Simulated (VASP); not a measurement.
Here is a VASP 6.6.1 calculation.

Contents of INCAR:

```
SYSTEM = SnGeP6
  ALGO = Normal
  EDIFF = 1E-6
  ENCUT = 520
  GGA = PE
  ISIF = 2
  ISMEAR = 0
  LASPH = .True.
  LCHARG = .False.
  LREAL = .False.
  LWAVE = .False.
  NBANDS = 39
  NELM = 60
  PREC = Accurate
  SIGMA = 0.1
```

Contents of KPOINTS:

```
k-points
0
Gamma
  6 6 6
  0 0 0
```

POSCAR

```
SnGeP6
1.0
    3.6447390504      2.1042910719      3.4863705711
   -3.6447390504      2.1042910719      3.4863705711
    0.0000000000     -4.2085821438      3.4863705711
Sn Ge P
1 1 6
Direct
    0.7538551127      0.7538551127      0.7538551127
    0.2368517860      0.2368517860      0.2368517860
    0.2866169006      0.2866169006      0.7619729839
    0.2414523784      0.6998169690      0.6998169690
    0.2866169006      0.7619729839      0.2866169006
    0.7619729839      0.2866169006      0.2866169006
    0.6998169690      0.6998169690      0.2414523784
    0.6998169690      0.2414523784      0.6998169690
```

Potentials or basis: VASP PAW PBE potentials, release 64 (Sn_d, Ge_d, P).

Command:

```bash
$ cat potpaw_PBE.64/Sn_d/POTCAR potpaw_PBE.64/Ge_d/POTCAR potpaw_PBE.64/P/POTCAR > POTCAR
$ mpirun -np 1 vasp_std > vasp.out
```

**Question.** Estimate the band gap on the k mesh.

**Answer.** Zero (bands 29 and 30 overlap by 1.96 eV).

**Question.** Predict the largest force.

**Answer.** 0.047 eV/Å.

**Question.** Predict the pressure.

**Answer.** -0.2 GPa.

Stress tensor (GPa, compression positive):
```
-0.23  0.00  0.00
 0.00 -0.23  0.00
 0.00  0.00 -0.07
```

Caveat: spin-orbit coupling is left out, which moves the levels of the heavy elements.
